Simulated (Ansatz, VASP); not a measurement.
**Two plane-wave programs on In2O3**

Contents of INCAR:

```
PREC = Accurate
ENCUT = 520
EDIFF = 1E-6
ISMEAR = 0
SIGMA = 0.01
LREAL = False
LASPH = True
NELM = 80
ALGO = Normal
ISIF = 2
LWAVE = False
LCHARG = False
GGA = PE
NBANDS = 55
```

KPOINTS

```
regular mesh
0
Gamma
  6 6 6
```

The input POSCAR:

```
In2O3
1.0
    2.7538210396      1.5899193185      4.8543401884
   -2.7538210396      1.5899193185      4.8543401884
    0.0000000000     -3.1798386370      4.8543401884
In O
4 6
Direct
    0.8570396729      0.8570396729      0.8570396729
    0.3570396729      0.3570396729      0.3570396729
    0.1429603271      0.1429603271      0.1429603271
    0.6429603271      0.6429603271      0.6429603271
    0.4533861661      0.0466138339      0.7500000000
    0.0466138339      0.7500000000      0.4533861661
    0.5466138339      0.9533861661      0.2500000000
    0.2500000000      0.5466138339      0.9533861661
    0.9533861661      0.2500000000      0.5466138339
    0.7500000000      0.4533861661      0.0466138339
```

Input for Ansatz:

```yaml
crystal:
  lattice:
    - [2.7538210396, 1.5899193185, 4.8543401884]
    - [-2.7538210396, 1.5899193185, 4.8543401884]
    - [0.0, -3.179838637, 4.8543401884]
  atoms:
    - { symbol: In, position: [0.8570396729, 0.8570396729, 0.8570396729] }
    - { symbol: In, position: [0.3570396729, 0.3570396729, 0.3570396729] }
    - { symbol: In, position: [0.1429603271, 0.1429603271, 0.1429603271] }
    - { symbol: In, position: [0.6429603271, 0.6429603271, 0.6429603271] }
    - { symbol: O, position: [0.4533861661, 0.0466138339, 0.75] }
    - { symbol: O, position: [0.0466138339, 0.75, 0.4533861661] }
    - { symbol: O, position: [0.5466138339, 0.9533861661, 0.25] }
    - { symbol: O, position: [0.25, 0.5466138339, 0.9533861661] }
    - { symbol: O, position: [0.9533861661, 0.25, 0.5466138339] }
    - { symbol: O, position: [0.75, 0.4533861661, 0.0466138339] }
kpoints:
  mp_grid: { grid: [6, 6, 6] }
  band_path:
    path:
      - [0.0, 0.0, 0.0]
      - [0.5, 0.5, 0.5]
      - [0.7618181103, 0.2381818897, 0.5]
      - [0.5, -0.2381818897, 0.2381818897]
      - [0.5, 0.0, 0.0]
      - [0.3690909449, -0.3690909449, 0.0]
      - [0.6309090551, 0.0, 0.3690909449]
      - [0.5, 0.0, 0.5]
      - [0.0, 0.192708, -0.197917]
    npoints: 1
hamiltonian:
  xc: pbe
scf:
  occupations: { method: fixed }
  n_extra_bands: 6
output:
  forces: true
  stress: true
  eigenvalues: true
```

Alike in both runs: task single point; functional PBE; k mesh 6 × 6 × 6; no spin polarisation.

|  | VASP | Ansatz |
| --- | --- | --- |
| version | VASP 6.6.1 | Ansatz 0.2.0 |
| potentials or method | VASP PAW PBE potentials, release 64 (In_d, O) | plane waves, PAW |
| plane-wave cutoff (eV) | 520 | 420 |
| occupations | gaussian, width 0.01 eV | fixed |
| valence electrons in the cell | 88 | 88 |

VASP gave:

| Item | Value |
| --- | --- |
| gap on the k mesh at the Fermi level (eV) | 1.22 |
| pressure (GPa) | 6.9 |
| traceless stress, the component that is largest in VASP (GPa) | -0.52 |
| rms of the force components (eV/Å) | 0.035 |

**Question.** What did Ansatz give for the same quantities?

**Answer.** gap on the k mesh at the Fermi level (eV): 1.23; pressure (GPa): 6.4; traceless stress, the component that is largest in VASP (GPa): -0.41; rms of the force components (eV/Å): 0.039.

Atom by atom the forces differ by 0.006 eV/Å (rms over components).
